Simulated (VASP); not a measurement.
# DyAgH2 (I4_1/amd) in VASP: notebook, part 2 of 2

VASP 6.6.1.

## (5) Relaxation of cell and atoms, PBE

Contents of INCAR:

```
ALGO = Normal ; EDIFF = 1E-7
EDIFFG = -0.01 ; ENCUT = 500
GGA = PE ; GGA_COMPAT = F
IBRION = 2 ; ISIF = 3
ISMEAR = 0 ; LASPH = T
LCHARG = F ; LMAXMIX = 6
LREAL = F ; LWAVE = F
NELM = 200 ; NELMIN = 4
NSW = 100 ; PREC = Accurate
SIGMA = 0.1
```

Contents of KPOINTS:

```
k-points
0
Gamma
  10 10 10
```

Contents of POSCAR:

```
DyAgH2
1.0
   -2.1662505105      2.1662505105      5.5626936664
    2.1662505105     -2.1662505105      5.5626936664
    2.1662505105      2.1662505105     -5.5626936664
Dy Ag H
2 2 4
Direct
    0.0000000000      0.0000000000      0.0000000000
    0.7500000000      0.2500000000      0.5000000000
    0.5000000000      0.5000000000      0.0000000000
    0.2500000000      0.7500000000      0.5000000000
    0.1996568755      0.1996568755      0.0000000000
    0.8003431245      0.8003431245      0.0000000000
    0.5503431245      0.0503431245      0.5000000000
    0.9496568755      0.4496568755      0.5000000000
```

Command:

```
$ cat potpaw_PBE.64/Dy_3/POTCAR potpaw_PBE.64/Ag/POTCAR potpaw_PBE.64/H/POTCAR > POTCAR
$ mpirun -np 1 vasp_std > vasp.out
```

Run time: 15 min. Hardware: 1 thread of Intel Xeon 6975P-C (Granite Rapids), shared host; peak memory 0.53 GiB.

The run converged. Its results:

| Item | Value |
| --- | --- |
| Free energy | -30.6064 eV |
| Relaxed volume | 13.12 Å³/atom |
| Relaxed cell | a = 6.351 Å, b = 6.351 Å, c = 6.351 Å, α = 139.99°, β = 139.99°, γ = 57.87° |
| Space group after relaxing (to 0.1 Å) | I4_1/amd (No. 141) |
| Energy gained by relaxing | 0.2 meV/atom |
| Ionic steps | 6 |
| Pressure after relaxing | 0.0 GPa |
| Largest force after relaxing | 0.004 eV/Å |
| Band gap on the k mesh | zero (bands 22 and 23 overlap by 1.73 eV) |

Forces on the atoms (eV/Å):
```
Dy   0.000  0.000  0.000
Dy   0.000  0.000  0.000
Ag   0.000  0.000  0.000
Ag   0.000  0.000  0.000
H    0.000  0.000  0.004
H    0.000  0.000 -0.004
H    0.000  0.000 -0.004
H    0.000  0.000  0.004
```

The path:
| step | energy change (eV) | largest force (eV/Å) | pressure (GPa) | volume (Å³) |
| --- | --- | --- | --- | --- |
| 1 | 0.0000 | 0.0103 | 0.49 | 104.41 |
| 2 | -0.0012 | 0.0112 | 0.00 | 105.02 |
| 3 | -0.0012 | 0.0113 | -0.03 | 105.06 |
| 4 | -0.0013 | 0.0109 | -0.01 | 105.04 |
| 5 | -0.0013 | 0.0101 | 0.01 | 104.97 |
| 6 | -0.0014 | 0.0042 | 0.00 | 104.97 |

Final structure:
```cif
data_structure
_symmetry_space_group_name_H-M 'P 1'
_symmetry_Int_Tables_number 1
_cell_length_a 6.3514
_cell_length_b 6.3514
_cell_length_c 6.3514
_cell_angle_alpha 139.990
_cell_angle_beta 139.990
_cell_angle_gamma 57.869
_cell_volume 104.97
loop_
_atom_site_label
_atom_site_type_symbol
_atom_site_fract_x
_atom_site_fract_y
_atom_site_fract_z
_atom_site_occupancy
Dy1 Dy 0.00000 0.00000 0.00000 1
Dy2 Dy 0.75000 0.25000 0.50000 1
Ag1 Ag 0.50000 0.50000 0.00000 1
Ag2 Ag 0.25000 0.75000 0.50000 1
H1 H 0.20002 0.20002 0.00000 1
H2 H 0.79998 0.79998 0.00000 1
H3 H 0.54998 0.04998 0.50000 1
H4 H 0.95002 0.45002 0.50000 1
```

Levels at points of the mesh, in eV from the Fermi level:
```csv
k point,band 18,band 19,band 20,band 21,band 22,band 23,band 24,band 25,band 26,band 27
"(0.00, 0.00, 0.00)",-3.75,-2.56,-1.95,-0.09,0.72,0.94,0.94,2.09,2.09,3.27
"(0.50, 0.00, 0.00)",-4.43,-3.66,-3.23,-2.16,0.04,0.54,1.54,1.92,2.05,2.65
"(0.50, 0.50, 0.00)",-4.30,-3.75,-3.75,-2.47,-2.47,0.65,0.65,2.52,2.52,3.24
"(0.50, 0.50, 0.50)",-4.30,-2.65,-2.65,0.97,0.97,1.64,1.64,2.39,2.39,3.74
```

Caveat: spin-orbit coupling is left out, which moves the levels of the heavy elements; the 4f electrons are frozen in the core, so they carry no moment and show no levels. Spin polarisation is off, so any magnetic state and its effect on volume and gap are missing.

## (6) Relaxation of cell and atoms, PBE

Contents of INCAR:

```
ALGO = Normal
EDIFF = 1E-7
EDIFFG = -0.001
ENCUT = 500
GGA = PE
GGA_COMPAT = F
IBRION = 2
ISIF = 3
ISMEAR = 0
LASPH = T
LCHARG = F
LMAXMIX = 6
LREAL = F
LWAVE = F
NELM = 200
NELMIN = 4
NSW = 80
PREC = Accurate
SIGMA = 0.1
```

KPOINTS is that of step 5.

Contents of POSCAR:

```
DyAgH2
1.0
   -2.1712217044      2.1712217044      5.5415678828
    2.1712217044     -2.1712217044      5.5415678828
    2.1712217044      2.1712217044     -5.5415678828
Dy Ag H
2 2 4
Direct
    0.0000000000      0.0000000000      0.0000000000
    0.7500000000      0.2500000000      0.5000000000
    0.5000000000      0.5000000000      0.0000000000
    0.2500000000      0.7500000000      0.5000000000
    0.2003177511      0.2003177511      0.0000000000
    0.7996822489      0.7996822489      0.0000000000
    0.5496822489      0.0496822489      0.5000000000
    0.9503177511      0.4503177511      0.5000000000
```

Potentials or basis: VASP PAW PBE potentials, release 64 (Dy_3, Ag, H), 4f in core.

Command:

```
$ cat potpaw_PBE.64/Dy_3/POTCAR potpaw_PBE.64/Ag/POTCAR potpaw_PBE.64/H/POTCAR > POTCAR
$ mpirun -np 1 vasp_std > vasp.out
```

OUTCAR:

```text
EDIFF = 1E-7
   EDIFFG = -0.001
   ENCUT = 500
   GGA = PE
   IBRION = 2
   ISIF = 3
   ISMEAR = 0
   LASPH = T
   LREAL = F
   NELM = 200
   NELMIN = 4
   NSW = 80
   PREC = Accurate

 ion  position               nearest neighbor table
   1  0.000  0.000  0.000-   5 2.22   6 2.22   7 2.24   8 2.24   7 2.24   8 2.24   3 3.07   3 3.07
                             3 3.07   3 3.07   4 3.52   4 3.52   4 3.52   2 3.52   2 3.52   2 3.52
   2  0.750  0.250  0.500-   7 2.22   8 2.22   6 2.24   5 2.24   6 2.24   5 2.24   4 3.07   4 3.07
                             4 3.07   4 3.07   3 3.52   3 3.52   3 3.52   3 3.52   1 3.52   1 3.52
   3  0.500  0.500  0.000-   7 2.24   8 2.24   7 2.24   8 2.24   1 3.07   1 3.07   1 3.07   1 3.07
                             4 3.52   2 3.52   2 3.52   4 3.52   4 3.52   2 3.52   4 3.52   2 3.52
   4  0.250  0.750  0.500-   6 2.24   5 2.24   6 2.24   5 2.24   2 3.07   2 3.07   2 3.07   2 3.07
                             3 3.52   1 3.52   1 3.52   1 3.52   3 3.52   3 3.52   3 3.52   1 3.52
   5  0.200  0.200  0.000-   1 2.22   4 2.24   2 2.24   2 2.24   4 2.24
   6  0.800  0.800  0.000-   1 2.22   2 2.24   4 2.24   2 2.24   4 2.24
   7  0.550  0.050  0.500-   2 2.22   1 2.24   3 2.24   3 2.24   1 2.24
   8  0.950  0.450  0.500-   2 2.22   1 2.24   3 2.24   1 2.24   3 2.24

  LATTYP: Found a body centered tetragonal cell.
 ALAT       =     4.3424434088
 C/A-ratio  =     2.5522809907

  Lattice vectors:

 A1 = (  -2.1712217044,   2.1712217044,   5.5415678828)
 A2 = (   2.1712217044,  -2.1712217044,   5.5415678828)
 A3 = (   2.1712217044,   2.1712217044,  -5.5415678828)

Analysis of symmetry for initial positions (statically):
=====================================================================
 Subroutine PRICEL returns:
 Original cell was already a primitive cell.

 Routine SETGRP: Setting up the symmetry group for a
 body centered tetragonal supercell.

 Subroutine GETGRP returns: Found 16 space group operations
 (whereof  8 operations were pure point group operations)
 out of a pool of 16 trial point group operations.

The static configuration has the point symmetry D_2d.
 The point group associated with its full space group is D_4h.

Analysis of symmetry for dynamics (positions and initial velocities):
=====================================================================
 Subroutine PRICEL returns:
 Original cell was already a primitive cell.

 Routine SETGRP: Setting up the symmetry group for a
 body centered tetragonal supercell.

 Subroutine GETGRP returns: Found 16 space group operations
 (whereof  8 operations were pure point group operations)
 out of a pool of 16 trial point group operations.

The dynamic configuration has the point symmetry D_2d.
 The point group associated with its full space group is D_4h.

 Subroutine INISYM returns: Found 16 space group operations
 (whereof  8 operations are pure point group operations),
 and found     1 'primitive' translations

----------------------------------------------------------------------------------------

                                     Primitive cell

  volume of cell :     104.4963

  direct lattice vectors                    reciprocal lattice vectors
    -2.171221704  2.171221704  5.541567883     0.000000000  0.230285097  0.090227172
     2.171221704 -2.171221704  5.541567883     0.230285097  0.000000000  0.090227172
     2.171221704  2.171221704 -5.541567883     0.230285097  0.230285097  0.000000000

  length of vectors
     6.335407010  6.335407010  6.335407010     0.247330080  0.247330080  0.325672307

  position of ions in fractional coordinates (direct lattice)
     0.000000000  0.000000000  0.000000000
[... 79 lines left out ...]
   NGXF,Y,Z  is equivalent  to a cutoff of  25.19, 25.19, 25.19 a.u.
 SYSTEM =  unknown system
   PREC   = accura    normal or accurate (medium, high low for compatibility)
   ISTART =      0    job   : 0-new  1-cont  2-samecut
   ICHARG =      2    charge: 1-file 2-atom 10-const
   ISPIN  =      1    spin polarized calculation?
   LNONCOLLINEAR =      F non collinear calculations
   LSORBIT =      F    spin-orbit coupling
   LASPH  =      T    aspherical Exc in radial PAW
   ENCUT  =  500.0 eV  36.75 Ry    6.06 a.u.  11.55 11.55 11.55*2*pi/ulx,y,z
   NELM   =    200;   NELMIN=  4; NELMDL= -5     # of ELM steps
   EDIFF  = 0.1E-06   stopping-criterion for ELM
   LREAL  =      F    real-space projection
   EDIFFG = -.1E-02   stopping-criterion for IOM
   NSW    =     80    number of steps for IOM
   IBRION =      2    ionic relax: 0-MD 1-quasi-New 2-CG
   NFREE  =      1    steps in history (QN), initial steepest desc. (CG)
   ISIF   =      3    stress and relaxation
   ISYM   =      2    0-nonsym 1-usesym 2-fastsym
   POTIM  = 0.5000    time-step for ionic-motion
   TEBEG  =    0.0;   TEEND  =   0.0 temperature during run
   PSTRESS=    0.0 pullay stress
   NELECT =      44.0000    total number of electrons
   NUPDOWN=      -1.0000    fix difference up-down
   EMIN   =  10.00;   EMAX   =-10.00  energy-range for DOS
   EFERMI =   0.00;   METHOD = LEGACY
   ISMEAR =     0;   SIGMA  =   0.10  broadening in eV -4-tet -1-fermi 0-gaus
   EFERMI_NEDOS =   21; number of points for ismear=-14 and -15
   IALGO  =     38    algorithm
   IMIX   =      4    mixing-type and parameters
     AMIX     =   0.40;   BMIX     =  1.00
     AMIX_MAG =   1.60;   BMIX_MAG =  1.00
  volume/ion in A,a.u.               =      13.06        88.15
  Fermi-wavevector in a.u.,A,eV,Ry     =   1.227040  2.318769 20.485302  1.505627
  Thomas-Fermi vector in A             =   2.362018
   LORBIT       =      0    0 simple, 1 ext, 2 COOP (PROOUT), +10 PAW based schemes
   GGA     = PE    functional components
   LHFCALC =     F    Hartree Fock is set to
   AEXX    =    0.0000 exact exchange contribution
   IVDW    =     0    specifies the selected vdW correction
   LEPSILON=     F    determine dielectric tensor
   LRPA    =     F    only Hartree local field effects (RPA)
 conjugate gradient relaxation of ions
 non-spin polarized calculation
 Gauss-broadening in eV      SIGMA  =   0.10
  energy-cutoff  :      500.00
  volume of cell :      104.50
 maximum number of plane-waves:      2676
 NGX is ok and might be reduce to    48
   NGX = 23   NGY = 23   NGZ = 23

--------------------------------------- Ionic step        1  -------------------------------------------

 number of electron      43.9999999 magnetization

 Free energy of the ion-electron system (eV)
  ---------------------------------------------------
  ext. energy  EPLUGINS =         0.00000000
  ---------------------------------------------------
  free energy    TOTEN  =       -30.60596610 eV

  energy without entropy =      -30.59663388  energy(sigma->0) =      -30.60129999

------------------------ aborting loop because EDIFF is reached ----------------------------------------

  FORCE on cell =-STRESS in cart. coord.  units (eV):
  Direction    XX          YY          ZZ          XY          YZ          ZX
  --------------------------------------------------------------------------------------
  -------------------------------------------------------------------------------------
  Total        0.1738255      0.1738255      0.2944918      0.0000000      0.0000000      0.0000000
  in kB        2.6651592      2.6651592      4.5152605      0.0000000      0.0000000      0.0000000
  external PRESSURE =       3.2818597 kB  Pullay stress =       0.0000000 kB
[... 281 lines left out ...]
--------------------------------------- Ionic step        8  -------------------------------------------

 number of electron      44.0000000 magnetization

 Free energy of the ion-electron system (eV)
  ---------------------------------------------------
  ext. energy  EPLUGINS =         0.00000000
  ---------------------------------------------------
  free energy    TOTEN  =       -30.60651003 eV

  energy without entropy =      -30.59711007  energy(sigma->0) =      -30.60181005

 E-fermi :   5.1260     XC(G=0): -10.8228

 val. band max:        5.1225099635   @ k =  -0.4000  -0.4000   0.1000
 cond. band min:       5.1371146868   @ k =  -0.1000   0.3000   0.1000
 fundamental gap:      0.0146047233
 Fermi energy:         5.1260338494

 k-point     1 :       0.0000    0.0000    0.0000
  band No.  band energies     occupation
      1     -18.6302      2.00000
      2     -18.3624      2.00000
      3     -18.3624      2.00000
      4     -18.2793      2.00000
      5     -18.2793      2.00000
      6     -18.1348      2.00000
[... 709 lines left out ...]
     26       8.1599      0.00000
     27       8.6003      0.00000

 [... further k-points ...]

------------------------ aborting loop because EDIFF is reached ----------------------------------------

  FORCE on cell =-STRESS in cart. coord.  units (eV):
  Direction    XX          YY          ZZ          XY          YZ          ZX
  --------------------------------------------------------------------------------------
  -------------------------------------------------------------------------------------
  Total        0.0047455      0.0047455     -0.0072683      0.0000000      0.0000000     -0.0000000
  in kB        0.0724366      0.0724366     -0.1109452      0.0000000      0.0000000     -0.0000000
  external PRESSURE =       0.0113094 kB  Pullay stress =       0.0000000 kB
[... 23 lines left out ...]
  FREE ENERGIE OF THE ION-ELECTRON SYSTEM (eV)
  ---------------------------------------------------
  free  energy   TOTEN  =       -30.6065100345 eV

  energy  without entropy=      -30.5971100750  energy(sigma->0) =      -30.60181005

 reached required accuracy - stopping structural energy minimisation
```

Run time: 14 min. Hardware: 1 thread of Intel Xeon 6975P-C (Granite Rapids), shared host; peak memory 0.54 GiB.

What came out:

```
Free energy                           : -30.6065 eV
Relaxed volume                        : 13.12 Å³/atom
Relaxed cell                          : a = 6.351 Å, b = 6.351 Å, c = 6.351 Å, α = 139.99°, β = 139.99°, γ = 57.87°
Space group after relaxing (to 0.1 Å) : I4_1/amd (No. 141)
Energy gained by relaxing             : 0.1 meV/atom
Ionic steps                           : 8
Pressure after relaxing               : 0.0 GPa
Band gap on the k mesh                : zero (bands 22 and 23 overlap by 1.73 eV)
```

Step by step:
```tsv
step	energy change (eV)	largest force (eV/Å)	pressure (GPa)	volume (Å³)
1	0.0000	0.0039	0.33	104.50
2	-0.0005	0.0037	0.03	104.90
3	-0.0005	0.0048	-0.02	104.96
4	-0.0005	0.0046	-0.01	104.95
5	-0.0005	0.0055	-0.01	104.95
6	-0.0005	0.0068	0.01	104.94
7	-0.0005	0.0048	0.00	104.95
8	-0.0005	0.0005	0.00	104.96
```

Final structure:
```xyz
8
Lattice="-2.1728 2.1728 5.5580 2.1728 -2.1728 5.5580 2.1728 2.1728 -5.5580" Properties=species:S:1:pos:R:3 pbc="T T T"
Dy    0.0000    0.0000    0.0000
Dy    0.0000    2.1728    2.7790
Ag    0.0000    0.0000    5.5580
Ag    2.1728    0.0000    2.7790
H     2.1728    2.1728   -3.3334
H     0.0000    0.0000    8.8913
H     0.0000    2.1728    0.5544
H     0.0000    2.1728    5.0036
```

Caveat: spin-orbit coupling is left out, which moves the levels of the heavy elements; the 4f electrons are frozen in the core, so they carry no moment and show no levels.

## (7) The runs side by side

```tsv
task	cell	gap on the mesh (eV)	pressure (GPa)	relaxed volume (Å³/atom)	largest force (eV/Å)
single point	a = 6.335 Å, angles 139.9, 139.9, 58.0°, 8 atoms, atomic positions A	none	0.3	-	-
single point	a = 6.334 Å, angles 139.9, 139.9, 58.0°, 8 atoms, atomic positions A	none	0.3	-	0.01
single point	a = 6.413 Å, angles 140.1, 140.1, 57.7°, 8 atoms, atomic positions B	none	-1.8	-	0.01
relaxation of cell and atoms	relaxed from a = 6.350 Å, angles 140.1, 140.1, 57.7°, 8 atoms, atomic positions C	none	0.0	13.12	-
relaxation of cell and atoms	relaxed from a = 6.335 Å, angles 139.9, 139.9, 58.0°, 8 atoms, atomic positions A	none	0.0	13.12	-
```

Alike in all rows: level PBE; potentials or basis VASP PAW PBE potentials, release 64 (Dy_3, Ag, H), 4f in core; no spin polarisation; k mesh 10 × 10 × 10; cutoff (eV) 500; smearing gaussian 0.1 eV.

Caveats: spin-orbit coupling is left out, which moves the levels of the heavy elements; the 4f electrons are frozen in the core, so they carry no moment and show no levels.

Total energies depend on the potentials used, so only differences within one code and one set of settings carry meaning.

The gap in the log of VASP goes by the Fermi energy; the results here count the filled bands.